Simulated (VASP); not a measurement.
# HC12 in VASP: notebook, part 2 of 3

VASP 6.6.1. Earlier steps stand in the parts before.

## Step 3: Single point, LDA

The input, INCAR:

```
PREC = Accurate
ENCUT = 520
EDIFF = 1E-7
ISMEAR = 0
SIGMA = 0.05
LREAL = Auto
LASPH = T
NELM = 60
ALGO = Normal
ISIF = 2
LWAVE = F
LCHARG = T
LDIPOL = T
IDIPOL = 3
DIPOL = 0.5 0.5 0.296
GGA = CA
LELF = T
LVHAR = T
LVACPOTAV = T
NBANDS = 68
```

The input, KPOINTS:

```
Automatic mesh
0
Gamma
  6 4 1
```

The input, POSCAR:

```
HC12
1.0
    4.8892663280      0.0000000000      0.0000000000
   -2.4446331640      6.7739291692      0.0000000000
    0.0000000000      0.0000000000     22.7684096771
C H
24 2
Direct
    0.4020794403      0.3041588806      0.1756820110
    0.4020794403      0.8041588805      0.1756820110
    0.9020794403      0.3041588806      0.1756820110
    0.9020794403      0.8041588805      0.1756820110
    0.1630408159      0.3260816317      0.2059829668
    0.1630408159      0.8260816317      0.2059829668
    0.6630408159      0.3260816317      0.2059829668
    0.6630408159      0.8260816317      0.2059829668
    0.1846395683      0.3692791367      0.2666259491
    0.1846395683      0.8692791367      0.2666259491
    0.6846395683      0.3692791367      0.2666259491
    0.6846395683      0.8692791367      0.2666259491
    0.4461625696      0.3923265051      0.2960492075
    0.4461625696      0.8923265051      0.2960492075
    0.9461625696      0.3923265051      0.2960492075
    0.9461625696      0.8923265051      0.2960492075
    0.4715644646      0.4431294558      0.3591099590
    0.4715644646      0.9431294558      0.3591099590
    0.9715644646      0.4431294558      0.3591099590
    0.9715644646      0.9431294558      0.3591099590
    0.2327030006      0.4654044969      0.3851129614
    0.2327030006      0.9654044969      0.3851129614
    0.7327030006      0.4654044969      0.3851129614
    0.7327030006      0.9654044969      0.3851129614
    0.2327030006      0.9015988039      0.4751499921
    0.2327030006      1.0292101898      0.4751499921
```

Potentials or basis: VASP PAW LDA potentials, release 64 (C, H).

Started as:

```bash
cat potpaw_LDA.64/C/POTCAR potpaw_LDA.64/H/POTCAR > POTCAR
mpirun -np 1 vasp_std > vasp.out
```

OUTCAR:

```text
PREC = Accurate
   ENCUT = 520
   EDIFF = 1E-7
   ISMEAR = 0
   LREAL = Auto
   LASPH = T
   NELM = 60
   ISIF = 2
   GGA = CA

 ion  position               nearest neighbor table
   1  0.402  0.304  0.176-   5 1.41   7 1.41
   2  0.402  0.804  0.176-   8 1.41   6 1.41
   3  0.902  0.304  0.176-   7 1.41   5 1.41
   4  0.902  0.804  0.176-   6 1.41   8 1.41
   5  0.163  0.326  0.206-   1 1.41   3 1.41   9 1.41
   6  0.163  0.826  0.206-   4 1.41   2 1.41  10 1.41
   7  0.663  0.326  0.206-   3 1.41   1 1.41  11 1.41
   8  0.663  0.826  0.206-   2 1.41   4 1.41  12 1.41
   9  0.185  0.369  0.267-  13 1.40  15 1.40   5 1.41
  10  0.185  0.869  0.267-  14 1.40  16 1.40   6 1.41
[... 8 lines left out ...]
  19  0.972  0.443  0.359-  23 1.37  21 1.37  15 1.48
  20  0.972  0.943  0.359-  24 1.37  22 1.37  16 1.48
  21  0.233  0.465  0.385-  17 1.37  19 1.37
  22  0.233  0.965  0.385-  18 1.37  20 1.37
  23  0.733  0.465  0.385-  19 1.37  17 1.37
  24  0.733  0.965  0.385-  20 1.37  18 1.37
  25  0.233  0.902  0.475-
  26  0.233  0.029  0.475-

  LATTYP: Found a base centered orthorhombic cell.
 ALAT       =     4.8892663280
 B/A-ratio  =     2.7709389159
 C/A-ratio  =     4.6568151845

  Lattice vectors:

 A1 = (   2.4446331640,  -6.7739291692,   0.0000000000)
 A2 = (   2.4446331640,   6.7739291692,   0.0000000000)
 A3 = (   0.0000000000,   0.0000000000,  22.7684096771)

Analysis of symmetry for initial positions (statically):
=====================================================================
 Subroutine PRICEL returns:
 Original cell was already a primitive cell.

 Routine SETGRP: Setting up the symmetry group for a
 base centered orthorhombic supercell.

 Subroutine GETGRP returns: Found  1 space group operations
 (whereof  1 operations were pure point group operations)
 out of a pool of  8 trial point group operations.

The static configuration has the point symmetry C_1 .

Analysis of symmetry for dynamics (positions and initial velocities):
=====================================================================
 Subroutine PRICEL returns:
 Original cell was already a primitive cell.

 Routine SETGRP: Setting up the symmetry group for a
 base centered orthorhombic supercell.

 Subroutine GETGRP returns: Found  1 space group operations
 (whereof  1 operations were pure point group operations)
 out of a pool of  8 trial point group operations.

The dynamic configuration has the point symmetry C_1 .

 Subroutine INISYM returns: Found  1 space group operations
 (whereof  1 operations are pure point group operations),
 and found     1 'primitive' translations

----------------------------------------------------------------------------------------

                                     Primitive cell

  volume of cell :     754.0793

  direct lattice vectors                    reciprocal lattice vectors
     4.889266328  0.000000000  0.000000000     0.204529664  0.073812405  0.000000000
    -2.444633164  6.773929169  0.000000000     0.000000000  0.147624809  0.000000000
[... 122 lines left out ...]
  0.000000  0.500000  0.000000      1.000000
  0.166667  0.500000  0.000000      2.000000
  0.333333  0.500000  0.000000      2.000000
  0.500000  0.500000  0.000000      1.000000
   k-points           NKPTS =     14   k-points in BZ     NKDIM =     14   number of bands    NBANDS=     68
   number of dos      NEDOS =    301   number of ions     NIONS =     26
   total plane-waves  NPLWV = 349920
   dimension x,y,z NGX =    36 NGY =   54 NGZ =  180
   dimension x,y,z NGXF=    72 NGYF=  108 NGZF=  360
   ions per type =              24   2
   NGX,Y,Z   is equivalent  to a cutoff of  12.24, 12.47, 13.14 a.u.
   NGXF,Y,Z  is equivalent  to a cutoff of  24.48, 24.93, 26.29 a.u.
 SYSTEM =  unknown system
   PREC   = accura    normal or accurate (medium, high low for compatibility)
   ISTART =      0    job   : 0-new  1-cont  2-samecut
   ICHARG =      2    charge: 1-file 2-atom 10-const
   ISPIN  =      1    spin polarized calculation?
   LNONCOLLINEAR =      F non collinear calculations
   LSORBIT =      F    spin-orbit coupling
   LASPH  =      T    aspherical Exc in radial PAW
   ENCUT  =  520.0 eV  38.22 Ry    6.18 a.u.   9.09 13.39 42.33*2*pi/ulx,y,z
   NELM   =     60;   NELMIN=  2; NELMDL= -5     # of ELM steps
   EDIFF  = 0.1E-06   stopping-criterion for ELM
   LREAL  =      T    real-space projection
   EDIFFG = 0.1E-05   stopping-criterion for IOM
   NSW    =      0    number of steps for IOM
   IBRION =     -1    ionic relax: 0-MD 1-quasi-New 2-CG
   NFREE  =      0    steps in history (QN), initial steepest desc. (CG)
   ISIF   =      2    stress and relaxation
   ISYM   =      2    0-nonsym 1-usesym 2-fastsym
   POTIM  = 0.5000    time-step for ionic-motion
   TEBEG  =    0.0;   TEEND  =   0.0 temperature during run
   PSTRESS=    0.0 pullay stress
   NELECT =      98.0000    total number of electrons
   NUPDOWN=      -1.0000    fix difference up-down
   EMIN   =  10.00;   EMAX   =-10.00  energy-range for DOS
   EFERMI =   0.00;   METHOD = LEGACY
   ISMEAR =     0;   SIGMA  =   0.05  broadening in eV -4-tet -1-fermi 0-gaus
   EFERMI_NEDOS =   21; number of points for ismear=-14 and -15
   IALGO  =     38    algorithm
   IMIX   =      4    mixing-type and parameters
     AMIX     =   0.40;   BMIX     =  1.00
     AMIX_MAG =   1.60;   BMIX_MAG =  1.00
  volume/ion in A,a.u.               =      29.00       195.72
  Fermi-wavevector in a.u.,A,eV,Ry     =   0.829235  1.567028  9.355793  0.687631
  Thomas-Fermi vector in A             =   1.941748
   LORBIT       =      0    0 simple, 1 ext, 2 COOP (PROOUT), +10 PAW based schemes
   GGA     = CA    functional components
   LHFCALC =     F    Hartree Fock is set to
   AEXX    =    0.0000 exact exchange contribution
   IVDW    =     0    specifies the selected vdW correction
   LEPSILON=     F    determine dielectric tensor
   LRPA    =     F    only Hartree local field effects (RPA)
 non-spin polarized calculation
 Gauss-broadening in eV      SIGMA  =   0.05
  energy-cutoff  :      520.00
  volume of cell :      754.08
 maximum number of plane-waves:     20327
   NGX = 19   NGY = 27   NGZ = 85

 dipolmoment           0.000000      0.000000      0.483614 electrons x Angstroem

 number of electron      98.0000001 magnetization

 dipolmoment           0.000000      0.000000     -0.278552 electrons x Angstroem

 Free energy of the ion-electron system (eV)
  ---------------------------------------------------
  ext. energy  EPLUGINS =         0.00000000
  ---------------------------------------------------
  free energy    TOTEN  =      -221.32847467 eV

  energy without entropy =     -221.29821426  energy(sigma->0) =     -221.31334447

 E-fermi :  -3.3546     XC(G=0):  -3.9278

 val. band max:       -3.3576793026   @ k =   0.5000   0.2500   0.0000
 cond. band min:      -3.3542835778   @ k =   0.3333   0.2500   0.0000
 fundamental gap:      0.0033957248
 Fermi energy:        -3.3545577241

 k-point     1 :       0.0000    0.0000    0.0000
  band No.  band energies     occupation
      1     -22.3045      2.00000
      2     -21.9662      2.00000
      3     -20.5807      2.00000
      4     -20.2930      2.00000
      5     -18.0879      2.00000
      6     -17.9431      2.00000
[... 885 lines left out ...]
     60       2.0840      0.00000
     61       2.3794      0.00000
 [bands above 61 left out]

------------------------ aborting loop because EDIFF is reached ----------------------------------------

  FORCE on cell =-STRESS in cart. coord.  units (eV):
  Direction    XX          YY          ZZ          XY          YZ          ZX
  --------------------------------------------------------------------------------------
  -------------------------------------------------------------------------------------
  Total        1.5646210     -3.6804312      3.9010592      0.7159430      1.4515367      0.0257430
  in kB        3.3243189     -7.8197387      8.2885027      1.5211498      3.0840511      0.0546957
  external PRESSURE =       1.2643610 kB  Pullay stress =       0.0000000 kB

 VOLUME and BASIS-vectors are now :
 -----------------------------------------------------------------------------
  energy-cutoff  :      520.00
  volume of cell :      754.08
      direct lattice vectors                 reciprocal lattice vectors
     4.889266328  0.000000000  0.000000000     0.204529664  0.073812405  0.000000000
    -2.444633164  6.773929169  0.000000000     0.000000000  0.147624809  0.000000000
     0.000000000  0.000000000 22.768409677     0.000000000  0.000000000  0.043920503

 POSITION                                       TOTAL-FORCE (eV/Angst)
 -----------------------------------------------------------------------------------
      1.22232      2.06035      4.00000         0.000484      0.318688      1.876539
      0.00000      5.44732      4.00000         0.128131      0.294564      1.716111
      3.66695      2.06035      4.00000         0.003428      0.323109      1.867097
      2.44463      5.44732      4.00000        -0.125970      0.295578      1.715364
      0.00000      2.20885      4.68990         0.002287     -0.719119     -3.531079
     -1.22232      5.59582      4.68990        -0.000065     -0.725123     -3.363797
[... 18 lines left out ...]
     -1.06633      6.10737     10.81841        -0.786957      2.291632     -0.092255
      1.06634      0.19787     10.81841         0.799784     -2.319145     -0.218568
 -----------------------------------------------------------------------------------
    total drift:                               -0.009741      0.010744      0.022979

  FREE ENERGIE OF THE ION-ELECTRON SYSTEM (eV)
  ---------------------------------------------------
  free  energy   TOTEN  =      -221.3284746715 eV

  energy  without entropy=     -221.2982142625  energy(sigma->0) =     -221.31334447

 vacuum level on the upper side and lower side of the slab         2.262         3.784
```

It took 40 min on 1 thread of Intel Xeon Platinum 8259CL at 2.50GHz (Skylake/Cascade Lake), shared host; peak memory 0.8 GiB.

Results:

```
Free energy            : -221.3285 eV
Largest force          : 3.604 eV/Å
Band gap on the k mesh : zero (band 49 reaches -3.34 eV, above the bottom of band 50 at -3.35 eV)
```

Forces in eV/Å, atoms in the order of the input:
```
C    0.000  0.319  1.877
C    0.128  0.295  1.716
C    0.003  0.323  1.867
C   -0.126  0.296  1.715
C    0.002 -0.719 -3.531
C    0.000 -0.725 -3.364
C   -0.004 -0.719 -3.531
C    0.001 -0.658 -3.182
C   -0.003  0.382  1.551
C   -0.008  0.336  1.352
C   -0.003  0.382  1.546
C   -0.003  0.395  1.524
C    0.005 -0.021  0.015
C   -0.176  0.074  0.156
C   -0.001  0.020  0.008
C    0.184  0.066  0.155
C    0.003 -0.085 -0.216
C    0.181 -0.058  0.070
C    0.003 -0.084 -0.247
C   -0.183 -0.088  0.054
C   -0.020  0.120  0.353
C   -0.024 -0.059 -0.770
C    0.013  0.112  0.322
C    0.013  0.125  0.870
H   -0.787  2.292 -0.092
H    0.800 -2.319 -0.219
```

Levels at points of the mesh, in eV from the Fermi level:
```csv
k point,band 46,band 47,band 48,band 49,band 50,band 51,band 52,band 53
"(0.00, 0.00, 0.00)",-0.43,-0.26,-0.24,-0.16,0.12,0.37,0.50,0.78
"(0.50, 0.00, 0.00)",-0.18,-0.11,-0.07,-0.02,0.02,0.07,0.13,0.16
"(0.00, 0.50, 0.00)",-0.39,-0.26,-0.24,-0.24,0.19,0.42,0.56,0.75
"(0.50, 0.50, 0.00)",-0.19,-0.11,-0.07,-0.01,0.02,0.07,0.13,0.16
```

(Continued in part 3 of 3.)
